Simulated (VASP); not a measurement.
# Te2Mo (P6_3/mmc) in VASP: notebook, part 2 of 2

VASP 6.6.1. The steps go on from the part before.

## 4. Single point, PBE

The input, INCAR:

```
PREC     = Accurate       # precision mode
ENCUT    = 520            # plane-wave cutoff, eV
EDIFF    = 1E-6           # SCF threshold, eV
ISMEAR   = 0              # smearing method
SIGMA    = 0.05           # smearing width, eV
LREAL    = False          # projectors in reciprocal space
LASPH    = True           # aspherical terms in the spheres
NELM     = 80             # most SCF steps
ALGO     = Normal         # electronic algorithm
ISIF     = 2              # what is computed and relaxed
LWAVE    = False          # write WAVECAR
LCHARG   = False          # write CHGCAR
GGA      = PE             # functional
NBANDS   = 35             # bands
```

The input, KPOINTS:

```
regular mesh
0
Gamma
  12 12 2
```

The input, POSCAR:

```
Te2Mo
1.0
    3.5570664331      0.0000000000      0.0000000000
   -1.7785332165      3.0805098940      0.0000000000
    0.0000000000      0.0000000000     15.2047186580
Te Mo
4 2
Direct
    0.3333333333      0.6666666667      0.6310943552
    0.6666666667      0.3333333333      0.1310943552
    0.3333333333      0.6666666667      0.8689056448
    0.6666666667      0.3333333333      0.3689056448
    0.3333333333      0.6666666667      0.2500000000
    0.6666666667      0.3333333333      0.7500000000
```

Potentials or basis: VASP PAW PBE potentials, release 64 (Te, Mo_sv).

Run with:

```console
> cat potpaw_PBE.64/Te/POTCAR potpaw_PBE.64/Mo_sv/POTCAR > POTCAR
> mpirun -np 1 vasp_std > vasp.out
```

OUTCAR:

```text
PREC = Accurate
   ENCUT = 520
   EDIFF = 1E-6
   ISMEAR = 0
   LREAL = False
   LASPH = True
   NELM = 80
   ISIF = 2
   GGA = PE

 ion  position               nearest neighbor table
   1  0.333  0.667  0.631-   6 2.74   6 2.74   6 2.74   3 3.62
   2  0.667  0.333  0.131-   5 2.74   5 2.74   5 2.74   4 3.62
   3  0.333  0.667  0.869-   6 2.74   6 2.74   6 2.74   1 3.62
   4  0.667  0.333  0.369-   5 2.74   5 2.74   5 2.74   2 3.62
   5  0.333  0.667  0.250-   2 2.74   4 2.74   2 2.74   4 2.74   2 2.74   4 2.74
   6  0.667  0.333  0.750-   1 2.74   3 2.74   1 2.74   3 2.74   1 2.74   3 2.74
[... 1122 lines left out ...]
  -------------------------------------------------------------------------------------
  Total       -0.0191023     -0.0191023      0.1113750     -0.0000000      0.0000000      0.0000000
  in kB       -0.1836979     -0.1836979      1.0710388     -0.0000000      0.0000000      0.0000000
  external PRESSURE =       0.2345476 kB  Pullay stress =       0.0000000 kB

 VOLUME and BASIS-vectors are now :
 -----------------------------------------------------------------------------
  energy-cutoff  :      520.00
  volume of cell :      166.61
      direct lattice vectors                 reciprocal lattice vectors
     3.557066433  0.000000000  0.000000000     0.281130538  0.162310792  0.000000000
    -1.778533217  3.080509894  0.000000000     0.000000000  0.324621584  0.000000000
     0.000000000  0.000000000 15.204718658     0.000000000  0.000000000  0.065769056

 POSITION                                       TOTAL-FORCE (eV/Angst)
 -----------------------------------------------------------------------------------
     -0.00000      2.05367      9.59561        -0.000000     -0.000000     -0.011221
      1.77853      1.02684      1.99325         0.000000     -0.000000     -0.011221
     -0.00000      2.05367     13.21147        -0.000000     -0.000000      0.011221
      1.77853      1.02684      5.60911        -0.000000     -0.000000      0.011221
     -0.00000      2.05367      3.80118         0.000000     -0.000000      0.000000
      1.77853      1.02684     11.40354        -0.000000      0.000000      0.000000
 -----------------------------------------------------------------------------------
    total drift:                               -0.000000      0.000000     -0.000000

  FREE ENERGIE OF THE ION-ELECTRON SYSTEM (eV)
  ---------------------------------------------------
  free  energy   TOTEN  =       -36.0752181982 eV

  energy  without entropy=      -36.0752181982  energy(sigma->0) =      -36.07521820
```

OSZICAR:

```text
N       E                     dE             d eps       ncg     rms          rms(c)
DAV:   1     0.385065421869E+03    0.38507E+03   -0.26796E+04  3076   0.131E+03
DAV:   2    -0.154440081795E+02   -0.40051E+03   -0.38813E+03  3274   0.309E+02
DAV:   3    -0.368471870446E+02   -0.21403E+02   -0.20910E+02  3271   0.619E+01
DAV:   4    -0.373943878562E+02   -0.54720E+00   -0.54475E+00  3209   0.970E+00
DAV:   5    -0.374105830789E+02   -0.16195E-01   -0.16190E-01  3420   0.168E+00    0.205E+01
DAV:   6    -0.366641487758E+02    0.74643E+00   -0.64897E+00  2891   0.138E+01    0.867E+00
DAV:   7    -0.365271326149E+02    0.13702E+00   -0.53784E+00  2805   0.113E+01    0.616E+00
DAV:   8    -0.360807483743E+02    0.44638E+00   -0.95968E-01  2828   0.537E+00    0.243E+00
DAV:   9    -0.360824726502E+02   -0.17243E-02   -0.23445E-01  3076   0.220E+00    0.104E+00
DAV:  10    -0.360748116078E+02    0.76610E-02   -0.35055E-02  2861   0.110E+00    0.361E-01
DAV:  11    -0.360752112932E+02   -0.39969E-03   -0.20371E-03  3058   0.204E-01    0.213E-01
DAV:  12    -0.360752685121E+02   -0.57219E-04   -0.10919E-04  2987   0.467E-02    0.201E-01
DAV:  13    -0.360752136597E+02    0.54852E-04   -0.37882E-04  2827   0.101E-01    0.305E-02
DAV:  14    -0.360752156309E+02   -0.19713E-05   -0.26631E-05  3242   0.227E-02    0.265E-02
DAV:  15    -0.360752176783E+02   -0.20474E-05   -0.29872E-06  2428   0.769E-03    0.128E-02
DAV:  16    -0.360752181982E+02   -0.51991E-06   -0.13029E-06  2426   0.495E-03
   1 F= -.36075218E+02 E0= -.36075218E+02  d E =-.350185E-16
```

stdout:

```text
POSCAR found type information on POSCAR TeMo
 POSCAR found :  2 types and       6 ions
 scaLAPACK will be used
 LDA part: xc-table for (Slater+PW92), standard interpolation
 POSCAR, INCAR and KPOINTS ok, starting setup
 FFT: planning ... GRIDC
 FFT: planning ... GRID_SOFT
 FFT: planning ... GRID
 WAVECAR not read
 entering main loop
```

Wall time 6.8 min (1 thread of Intel Xeon 8259CL, shared host); peak memory 0.42 GiB.

What came out:

```
Free energy            : -36.0752 eV
Pressure               : 0.0 GPa
Largest force          : 0.011 eV/Å
Band gap on the k mesh : 1.01 eV (least direct gap 1.03 eV)
```

Forces on the atoms (eV/Å):
```
Te   0.000  0.000 -0.011
Te   0.000  0.000 -0.011
Te   0.000  0.000  0.011
Te   0.000  0.000  0.011
Mo   0.000  0.000  0.000
Mo   0.000  0.000  0.000
```

Levels at points of the mesh, in eV from the valence-band top:
| k point | band 24 | band 25 | band 26 | band 27 | band 28 | band 29 |
| --- | --- | --- | --- | --- | --- | --- |
| (0.00, 0.00, 0.00) | -0.87 | -0.77 | -0.11 | 2.97 | 2.97 | 3.01 |
| (0.50, 0.00, 0.00) | -0.78 | -0.41 | -0.32 | 1.34 | 1.36 | 1.59 |
| (0.00, 0.00, 0.50) | -0.92 | -0.26 | -0.26 | 2.99 | 2.99 | 2.99 |
| (0.50, 0.00, 0.50) | -0.78 | -0.37 | -0.37 | 1.35 | 1.35 | 1.68 |

Caveat: spin-orbit coupling is left out, which moves the levels of the heavy elements; this functional lacks dispersion, which binds layers or chains, so the pressure and a relaxed spacing across them are unreliable.

## 5. Single point, PBE

The input, INCAR:

```
SYSTEM = Te2Mo
PREC     = Accurate       ! precision mode
ENCUT    = 520            ! plane-wave cutoff, eV
EDIFF    = 1E-6           ! SCF threshold, eV
ISMEAR   = 0              ! smearing method
SIGMA    = 0.05           ! smearing width, eV
LREAL    = .FALSE.        ! projectors in reciprocal space
LASPH    = .TRUE.         ! aspherical terms in the spheres
NELM     = 80             ! most SCF steps
ALGO     = Normal         ! electronic algorithm
ISIF     = 2              ! what is computed and relaxed
LWAVE    = .FALSE.        ! write WAVECAR
LCHARG   = .FALSE.        ! write CHGCAR
GGA      = PE             ! functional
NBANDS   = 35             ! bands
```

The input, KPOINTS:

```
Automatic mesh
0
G
  9 9 2
  0 0 0
```

The input, POSCAR:

```
Te2Mo
1.0
   -1.7785332447     -3.0805099428      0.0000000000
    1.7785332447     -3.0805099428      0.0000000000
    0.0000000000      0.0000000000     15.2047171722
Te Mo
4 2
Direct
    0.6666666667      0.6666666667      0.6310943429
    0.3333333333      0.3333333333      0.1310943429
    0.6666666667      0.6666666667      0.8689056571
    0.3333333333      0.3333333333      0.3689056571
    0.6666666667      0.6666666667      0.2500000000
    0.3333333333      0.3333333333      0.7500000000
```

Run with:

```console
> cat potpaw_PBE.64/Te/POTCAR potpaw_PBE.64/Mo_sv/POTCAR > POTCAR
> mpirun -np 1 vasp_std > vasp.out
```

Run time: 4.3 min. Hardware: 1 thread of AMD EPYC 7R43 (Zen 3), shared host; peak memory 0.33 GiB.

It converged, with:

* Free energy: -36.0752 eV
* Pressure: 0.0 GPa
* Largest force: 0.011 eV/Å
* Band gap on the k mesh: 1.03 eV

Forces in eV/Å, atoms in the order of the input:
```
Te   0.000  0.000 -0.011
Te   0.000  0.000 -0.011
Te   0.000  0.000  0.011
Te   0.000  0.000  0.011
Mo   0.000  0.000  0.000
Mo   0.000  0.000  0.000
```

Stress tensor (GPa, compression positive):
```
-0.02  0.00  0.00
 0.00 -0.02  0.00
 0.00  0.00  0.11
```

Levels at points of the mesh, in eV from the valence-band top:
| k point | band 24 | band 25 | band 26 | band 27 | band 28 | band 29 |
| --- | --- | --- | --- | --- | --- | --- |
| (0.00, 0.00, 0.00) | -0.87 | -0.77 | -0.11 | 2.97 | 2.97 | 3.01 |
| (0.00, 0.00, 0.50) | -0.92 | -0.26 | -0.26 | 2.99 | 2.99 | 2.99 |

Caveat: spin-orbit coupling is left out, which moves the levels of the heavy elements; this functional lacks dispersion, which binds layers or chains, so the pressure and a relaxed spacing across them are unreliable.

## 6. Summary

```tsv
cell	k mesh	smearing	gap on the mesh (eV)	pressure (GPa)	largest force (eV/Å)
a = 3.557, b = 3.557, c = 15.205 Å, angles 90.0, 90.0, 120.0°, 6 atoms	12 × 12 × 2	gaussian 0.02 eV	1.01	0.0	0.01
a = 3.557, b = 3.557, c = 15.205 Å, angles 90.0, 90.0, 120.0°, 6 atoms	12 × 12 × 2	gaussian 0.05 eV	1.01	0.0	0.01
a = 3.557, b = 3.557, c = 15.205 Å, angles 90.0, 90.0, 60.0°, 6 atoms	9 × 9 × 2	gaussian 0.05 eV	1.03	0.0	0.01
```

Alike in all rows: task single point; level PBE; potentials or basis VASP PAW PBE potentials, release 64 (Te, Mo_sv); no spin polarisation; cutoff (eV) 520.

Caveats: spin-orbit coupling is left out, which moves the levels of the heavy elements; this functional lacks dispersion, which binds layers or chains, so the pressure and a relaxed spacing across them are unreliable.

Total energies depend on the potentials used, so only differences within one code and one set of settings carry meaning.

## 7. How close it comes

Step 2. A measured gap of Te2Mo is 0.88 eV (indirect; 300 K; quoted in “Broadband infrared study of pressure-tunable Fano resonance and metallization transition in 2H-MoTe2”, 2022, pmc:9569381); the calculated 1.01 eV misses it by +0.13 eV. Spin-orbit coupling on Mo, Te is left out. The value is that of PBE on a finite k mesh, which can miss the band edges, without temperature or zero-point motion.

Step 3. Against the measured gap of Te2Mo, 0.88 eV (indirect; 300 K; quoted in “Broadband infrared study of pressure-tunable Fano resonance and metallization transition in 2H-MoTe2”, 2022, pmc:9569381), the calculated 1.01 eV is off by +0.13 eV. Spin-orbit coupling on Mo, Te is left out. The value is that of PBE on a finite k mesh, which can miss the band edges, without temperature or zero-point motion.

Step 4. A measured gap of Te2Mo is 0.88 eV (indirect; 300 K; quoted in “Broadband infrared study of pressure-tunable Fano resonance and metallization transition in 2H-MoTe2”, 2022, pmc:9569381); the calculated 1.01 eV misses it by +0.13 eV. Spin-orbit coupling on Mo, Te is left out. The value is that of PBE on a finite k mesh, which can miss the band edges, without temperature or zero-point motion.

Step 5. A measured gap of Te2Mo is 0.88 eV (indirect; 300 K; quoted in “Broadband infrared study of pressure-tunable Fano resonance and metallization transition in 2H-MoTe2”, 2022, pmc:9569381); the calculated 1.03 eV misses it by +0.15 eV. Spin-orbit coupling on Mo, Te is left out. The value is that of PBE on a finite k mesh, which can miss the band edges, without temperature or zero-point motion.
